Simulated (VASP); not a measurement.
Set up this calculation in VASP 6.6.1, as the native input.

```
Task                   : single point
Functional             : PBEsol
Potentials or basis    : VASP PAW PBE potentials, release 64 (Ge_d)
Cutoff                 : 520 eV
k mesh                 : 8 × 8 × 8
Occupations            : gaussian, width 0.15 eV
Spin                   : no spin polarisation
Dipole correction      : no
Further INCAR settings : ALGO = Fast; EDIFF = 1e-06; NBANDS = 66
```

The structure of Ge lies in POSCAR:

```
Ge
1.0
   -3.4176181512      3.4176181512      3.4696630977
    3.4176181512     -3.4176181512      3.4696630977
    3.4176181512      3.4176181512     -3.4696630977
Ge
8
Direct
    0.5000000000      0.0000000000      0.7958385091
    0.7958385091      0.5000000000      0.0000000000
    0.0000000000      0.7958385091      0.5000000000
    0.7041614909      0.7041614909      0.7041614909
    0.5000000000      0.0000000000      0.2041614909
    0.2041614909      0.5000000000      0.0000000000
    0.0000000000      0.2041614909      0.5000000000
    0.2958385091      0.2958385091      0.2958385091
```

This cell differs from its parent crystal: strain -0.015 along x and y, +0.000 along z.

The input as run:

INCAR

```
SYSTEM = Ge
PREC     = Accurate       ! precision mode
ENCUT    = 520            ! plane-wave cutoff, eV
EDIFF    = 1E-6           ! SCF threshold, eV
ISMEAR   = 0              ! smearing method
SIGMA    = 0.15           ! smearing width, eV
LREAL    = .False.        ! projectors in reciprocal space
LASPH    = .True.         ! aspherical terms in the spheres
NELM     = 80             ! most SCF steps
ALGO     = Fast           ! electronic algorithm
ISIF     = 2              ! what is computed and relaxed
LWAVE    = .False.        ! write WAVECAR
LCHARG   = .False.        ! write CHGCAR
GGA      = PS             ! functional
NBANDS   = 66             ! bands
```

KPOINTS

```
Automatic mesh
0
Gamma
  8 8 8
  0 0 0
```

Potentials or basis: VASP PAW PBE potentials, release 64 (Ge_d).

Run with:

```bash
$ cat potpaw_PBE.64/Ge_d/POTCAR > POTCAR
$ mpirun -np 1 vasp_std > vasp.out
```

Results of the run:

```json
{
  "Pressure": "2.2 GPa",
  "Largest force": "0.134 eV/Å",
  "Band gap on the k mesh": "zero (bands 56 and 57 overlap by 0.72 eV)"
}
```

Caveat: the cell differs from its parent crystal (strain -0.015 along x and y, +0.000 along z); semilocal functionals underestimate gaps, so a narrow gap can read as zero; the PAW data sets were made with another functional, which shifts forces and pressure a little.

Wall time 27 min on 1 thread of AMD EPYC 9755 128-Core Processor, with other jobs on the host, peak memory 0.73 GiB.
